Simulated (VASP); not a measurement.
# Pt12CO in VASP: single point with PBE+D3(BJ)

Aim: the single point of Pt12CO with PBE+D3(BJ).

Program: VASP 6.6.1. These are calculated values, not measurements. Logs are shortened: lines on timing, memory, paths and dates and some standing lists are left out, and cuts for length are marked.

**1. The cell of the first run**

The cell holds a slab with vacuum, 14 atoms: a = 5.556 Å, b = 5.556 Å, c = 22.635 Å, α = 90.00°, β = 90.00°, γ = 90.00°.

**2. Single point, PBE+D3(BJ)**

Input file INCAR:

```
SYSTEM = Pt12CO
PREC = Accurate ; ENCUT = 520
EDIFF = 1E-6 ; ISMEAR = 0
SIGMA = 0.1 ; LREAL = .FALSE.
LASPH = .TRUE. ; NELM = 100
ALGO = Normal ; ISIF = 2
LWAVE = .FALSE. ; LCHARG = .FALSE.
LDIPOL = .TRUE. ; IDIPOL = 3
DIPOL = 0.5 0.5 0.297 ; GGA = PE
IVDW = 12 ; NBANDS = 78
```

Input file KPOINTS:

```
regular mesh
0
G
  5 5 1
  0 0 0
```

Input file POSCAR:

```
Pt12CO
1.0
    5.5557316975      0.0000000000      0.0000000000
    0.0000000000      5.5557316975      0.0000000000
    0.0000000000      0.0000000000     22.6352243362
Pt O C
12 1 1
Direct
    0.2500000000      0.2500000000      0.1767157215
    0.2500000000      0.7500000000      0.1767157215
    0.7500000000      0.2500000000      0.1767157215
    0.7500000000      0.7500000000      0.1767157215
    0.0000000000      0.0000000000      0.2625492162
    0.0000000000      0.5000000000      0.2625492162
    0.5000000000      0.0000000000      0.2625492162
    0.5000000000      0.5000000000      0.2625492162
    0.2500000000      0.2500000000      0.3483607769
    0.2500000000      0.7500000000      0.3483607769
    0.7500000000      0.2500000000      0.3483607769
    0.7500000000      0.7500000000      0.3483607769
    0.2500000000      0.5000000000      0.4808975681
    0.2500000000      0.5000000000      0.5317033380
```

Potentials or basis: VASP PAW PBE potentials, release 64 (Pt, O, C).

The run is started by

```sh
cat potpaw_PBE.64/Pt/POTCAR potpaw_PBE.64/O/POTCAR potpaw_PBE.64/C/POTCAR > POTCAR
mpirun -np 1 vasp_std > vasp.out
```

OUTCAR:

```text
SYSTEM = Pt12CO
   PREC = Accurate
   ENCUT = 520
   EDIFF = 1E-6
   ISMEAR = 0
   LREAL = .FALSE.
   LASPH = .TRUE.
   NELM = 100
   ISIF = 2
   GGA = PE
   IVDW = 12
 IVDW          = 12

 ion  position               nearest neighbor table
   1  0.250  0.250  0.177-   5 2.76   6 2.76   7 2.76   8 2.76   2 2.78   3 2.78   2 2.78   3 2.78

   2  0.250  0.750  0.177-   5 2.76   6 2.76   7 2.76   8 2.76   1 2.78   4 2.78   1 2.78   4 2.78

   3  0.750  0.250  0.177-   5 2.76   6 2.76   7 2.76   8 2.76   1 2.78   4 2.78   4 2.78   1 2.78
[... 15 lines left out ...]
  11  0.750  0.250  0.348-   5 2.76   6 2.76   7 2.76   8 2.76   9 2.78  12 2.78  12 2.78   9 2.78

  12  0.750  0.750  0.348-   5 2.76   6 2.76   7 2.76   8 2.76  10 2.78  11 2.78  11 2.78  10 2.78

  13  0.250  0.500  0.481-  14 1.15
  14  0.250  0.500  0.532-  13 1.15

  LATTYP: Found a simple tetragonal cell.
 ALAT       =     5.5557316975
 C/A-ratio  =     4.0742112054

  Lattice vectors:

 A1 = (   5.5557316975,   0.0000000000,   0.0000000000)
 A2 = (   0.0000000000,   5.5557316975,   0.0000000000)
 A3 = (   0.0000000000,   0.0000000000,  22.6352243362)

Analysis of symmetry for initial positions (statically):
=====================================================================
 Subroutine PRICEL returns:
 Original cell was already a primitive cell.

 Routine SETGRP: Setting up the symmetry group for a
 simple tetragonal supercell.

 Subroutine GETGRP returns: Found  4 space group operations
 (whereof  2 operations were pure point group operations)
 out of a pool of 16 trial point group operations.

The static configuration has the point symmetry C_1h.
 The point group associated with its full space group is C_2v.

Analysis of symmetry for dynamics (positions and initial velocities):
=====================================================================
 Subroutine PRICEL returns:
 Original cell was already a primitive cell.

 Routine SETGRP: Setting up the symmetry group for a
 simple tetragonal supercell.

 Subroutine GETGRP returns: Found  4 space group operations
 (whereof  2 operations were pure point group operations)
 out of a pool of 16 trial point group operations.

The dynamic configuration has the point symmetry C_1h.
 The point group associated with its full space group is C_2v.

 Subroutine INISYM returns: Found  4 space group operations
 (whereof  2 operations are pure point group operations),
 and found     1 'primitive' translations

----------------------------------------------------------------------------------------

                                     Primitive cell

  volume of cell :     698.6623

  direct lattice vectors                    reciprocal lattice vectors
     5.555731697  0.000000000  0.000000000     0.179994293  0.000000000  0.000000000
     0.000000000  5.555731697  0.000000000     0.000000000  0.179994293  0.000000000
     0.000000000  0.000000000 22.635224336     0.000000000  0.000000000  0.044178930

  length of vectors
     5.555731697  5.555731697 22.635224336     0.179994293  0.179994293  0.044178930

  position of ions in fractional coordinates (direct lattice)
     0.250000000  0.250000000  0.176715722
     0.250000000  0.750000000  0.176715722
     0.750000000  0.250000000  0.176715722
     0.750000000  0.750000000  0.176715722
     0.000000000  0.000000000  0.262549216
     0.000000000  0.500000000  0.262549216
     0.500000000  0.000000000  0.262549216
     0.500000000  0.500000000  0.262549216
     0.250000000  0.250000000  0.348360777
     0.250000000  0.750000000  0.348360777
     0.750000000  0.250000000  0.348360777
     0.750000000  0.750000000  0.348360777
     0.250000000  0.500000000  0.480897568
     0.250000000  0.500000000  0.531703338

  ion indices of the primitive-cell ions
   primitive index   ion index
                 1           1
                 2           2
                 3           3
                 4           4
[... 24 lines left out ...]
     0.000000000  0.000000000  0.044178930     0.000000000  0.000000000  1.000000000

  Length of vectors
     0.035998859  0.035998859  0.044178930

  Shift w.r.t. Gamma in fractional coordinates (k-lattice)
     0.000000000  0.000000000  0.000000000

 Subroutine IBZKPT returns following result:
 ===========================================

 Found      9 irreducible k-points:

 Following reciprocal coordinates:
            Coordinates               Weight
  0.000000  0.000000  0.000000      1.000000
  0.200000  0.000000  0.000000      2.000000
  0.000000  0.200000  0.000000      2.000000
  0.400000  0.000000  0.000000      2.000000
  0.000000  0.400000  0.000000      2.000000
  0.200000  0.200000  0.000000      4.000000
  0.400000  0.200000  0.000000      4.000000
 -0.200000  0.400000  0.000000      4.000000
  0.400000  0.400000  0.000000      4.000000
   k-points           NKPTS =      9   k-points in BZ     NKDIM =      9   number of bands    NBANDS=     78
   number of dos      NEDOS =    301   number of ions     NIONS =     14
   total plane-waves  NPLWV = 296352
   dimension x,y,z NGX =    42 NGY =   42 NGZ =  168
   dimension x,y,z NGXF=    84 NGYF=   84 NGZF=  336
   ions per type =              12   1   1
   NGX,Y,Z   is equivalent  to a cutoff of  12.57, 12.57, 12.34 a.u.
   NGXF,Y,Z  is equivalent  to a cutoff of  25.14, 25.14, 24.68 a.u.
 SYSTEM =  Pt12CO
   PREC   = accura    normal or accurate (medium, high low for compatibility)
   ISTART =      0    job   : 0-new  1-cont  2-samecut
   ICHARG =      2    charge: 1-file 2-atom 10-const
   ISPIN  =      1    spin polarized calculation?
   LNONCOLLINEAR =      F non collinear calculations
   LSORBIT =      F    spin-orbit coupling
   LASPH  =      T    aspherical Exc in radial PAW
   ENCUT  =  520.0 eV  38.22 Ry    6.18 a.u.  10.33 10.33 42.09*2*pi/ulx,y,z
   NELM   =    100;   NELMIN=  2; NELMDL= -5     # of ELM steps
   EDIFF  = 0.1E-05   stopping-criterion for ELM
   LREAL  =      F    real-space projection
   EDIFFG = 0.1E-04   stopping-criterion for IOM
   NSW    =      0    number of steps for IOM
   IBRION =     -1    ionic relax: 0-MD 1-quasi-New 2-CG
   NFREE  =      0    steps in history (QN), initial steepest desc. (CG)
   ISIF   =      2    stress and relaxation
   ISYM   =      2    0-nonsym 1-usesym 2-fastsym
   POTIM  = 0.5000    time-step for ionic-motion
   TEBEG  =    0.0;   TEEND  =   0.0 temperature during run
   PSTRESS=    0.0 pullay stress
   NELECT =     130.0000    total number of electrons
   NUPDOWN=      -1.0000    fix difference up-down
   EMIN   =  10.00;   EMAX   =-10.00  energy-range for DOS
   EFERMI =   0.00;   METHOD = LEGACY
   ISMEAR =     0;   SIGMA  =   0.10  broadening in eV -4-tet -1-fermi 0-gaus
   EFERMI_NEDOS =   21; number of points for ismear=-14 and -15
   IALGO  =     38    algorithm
   IMIX   =      4    mixing-type and parameters
     AMIX     =   0.40;   BMIX     =  1.00
     AMIX_MAG =   1.60;   BMIX_MAG =  1.00
  volume/ion in A,a.u.               =      49.90       336.77
  Fermi-wavevector in a.u.,A,eV,Ry     =   0.934617  1.766169 11.884801  0.873508
  Thomas-Fermi vector in A             =   2.061440
   LORBIT       =      0    0 simple, 1 ext, 2 COOP (PROOUT), +10 PAW based schemes
   GGA     = PE    functional components
   LHFCALC =     F    Hartree Fock is set to
   AEXX    =    0.0000 exact exchange contribution
   IVDW    =    12    specifies the selected vdW correction
   LEPSILON=     F    determine dielectric tensor
   LRPA    =     F    only Hartree local field effects (RPA)
 non-spin polarized calculation
 Gauss-broadening in eV      SIGMA  =   0.10
  energy-cutoff  :      520.00
  volume of cell :      698.66
 maximum number of plane-waves:     18873
 NGX is ok and might be reduce to    42
   NGX = 21   NGY = 21   NGZ = 85

 dipolmoment           0.000000      0.000000      0.049273 electrons x Angstroem

 number of electron     130.0000018 magnetization

 dipolmoment           0.000000      0.000000     -0.007096 electrons x Angstroem

 Free energy of the ion-electron system (eV)
  ---------------------------------------------------
  ext. energy  EPLUGINS =         0.00000000
  ---------------------------------------------------
  free energy    TOTEN  =       -80.94647582 eV

  energy without entropy =      -80.83360024  energy(sigma->0) =      -80.89003803

 E-fermi :  -1.0516     XC(G=0):  -4.8351

 val. band max:       -1.0673830291   @ k =   0.2000   0.0000   0.0000
 cond. band min:      -1.0436974304   @ k =   0.0000   0.2000   0.0000
 fundamental gap:      0.0236855987
 Fermi energy:        -1.0515963536

 k-point     1 :       0.0000    0.0000    0.0000
  band No.  band energies     occupation
      1     -24.8367      2.00000
      2     -10.0707      2.00000
      3      -9.8084      2.00000
      4      -7.6325      2.00000
      5      -7.6309      2.00000
      6      -7.5569      2.00000
[... 709 lines left out ...]
     76       2.0747      0.00000
     77       2.4919      0.00000
 [bands above 77 left out]

------------------------ aborting loop because EDIFF is reached ----------------------------------------

 vacuum level on the upper side and lower side of the slab       (xc-potential included)        -0.025         0.015

 Edisp (eV)   -5.90685

 E8    (eV) :    -2.8181

  FORCE on cell =-STRESS in cart. coord.  units (eV):
  Direction    XX          YY          ZZ          XY          YZ          ZX
  --------------------------------------------------------------------------------------
  -------------------------------------------------------------------------------------
  Total     -15.60522   -15.50812    -1.10730     0.00000     0.00000     0.00000
  in kB     -35.78600   -35.56333    -2.53926     0.00000     0.00000     0.00000
  external pressure =      -24.63 kB  Pullay stress =        0.00 kB

 VOLUME and BASIS-vectors are now :
 -----------------------------------------------------------------------------
  energy-cutoff  :      520.00
  volume of cell :      698.66
      direct lattice vectors                 reciprocal lattice vectors
     5.555731697  0.000000000  0.000000000     0.179994293  0.000000000  0.000000000
     0.000000000  5.555731697  0.000000000     0.000000000  0.179994293  0.000000000
     0.000000000  0.000000000 22.635224336     0.000000000  0.000000000  0.044178930

 POSITION                                       TOTAL-FORCE (eV/Angst)
 -----------------------------------------------------------------------------------
      1.38893      1.38893      4.00000        -0.000000      0.007849      0.022663
      1.38893      4.16680      4.00000        -0.000000     -0.007849      0.022663
      4.16680      1.38893      4.00000        -0.000000      0.002470      0.026642
      4.16680      4.16680      4.00000        -0.000000     -0.002470      0.026642
      0.00000      0.00000      5.94286         0.004425     -0.000000     -0.009107
      0.00000      2.77787      5.94286         0.000328     -0.000000      0.000981
      2.77787      0.00000      5.94286        -0.004425     -0.000000     -0.009107
      2.77787      2.77787      5.94286        -0.000328     -0.000000      0.000981
      1.38893      1.38893      7.88522        -0.000000     -0.047628     -0.067206
      1.38893      4.16680      7.88522        -0.000000      0.047628     -0.067206
      4.16680      1.38893      7.88522        -0.000000      0.002582     -0.019412
      4.16680      4.16680      7.88522        -0.000000     -0.002582     -0.019412
      1.38893      2.77787     10.88522        -0.000000     -0.000000      0.774891
      1.38893      2.77787     12.03522        -0.000000     -0.000000     -0.684012
 -----------------------------------------------------------------------------------
    total drift:                                0.000000      0.000000      0.000758

  FREE ENERGIE OF THE ION-ELECTRON SYSTEM (eV)
  ---------------------------------------------------
  free  energy   TOTEN  =       -86.8533279559 eV

  energy  without entropy=      -86.7404523744  energy(sigma->0) =      -86.79689017

 vacuum level on the upper side and lower side of the slab         4.607         4.649
```

It took 14 min on 1 thread of Intel Xeon 6975P-C (Granite Rapids), shared host; peak memory 0.83 GiB.

Results:

```yaml
Free_energy: -86.8533 eV
Largest_force: 0.775 eV/Å
Band_gap_on_the_k_mesh: zero (bands 65 and 66 overlap by 0.20 eV)
Dispersion_energy_per_atom: -0.422 eV
```

Forces on the atoms (eV/Å):
```
Pt   0.000  0.008  0.023
Pt   0.000 -0.008  0.023
Pt   0.000  0.002  0.027
Pt   0.000 -0.002  0.027
Pt   0.004  0.000 -0.009
Pt   0.000  0.000  0.001
Pt  -0.004  0.000 -0.009
Pt   0.000  0.000  0.001
Pt   0.000 -0.048 -0.067
Pt   0.000  0.048 -0.067
Pt   0.000  0.003 -0.019
Pt   0.000 -0.003 -0.019
O    0.000  0.000  0.775
C    0.000  0.000 -0.684
```

Levels at points of the mesh, in eV from the Fermi level:
| k point | band 62 | band 63 | band 64 | band 65 | band 66 | band 67 | band 68 | band 69 |
| --- | --- | --- | --- | --- | --- | --- | --- | --- |
| (0.00, 0.00, 0.00) | 0.02 | 0.11 | 0.16 | 0.16 | 0.44 | 0.75 | 0.76 | 0.95 |

Caveat: spin-orbit coupling is left out, which moves the levels of the heavy elements.

The gap in the log of VASP goes by the Fermi energy; the results here count the filled bands.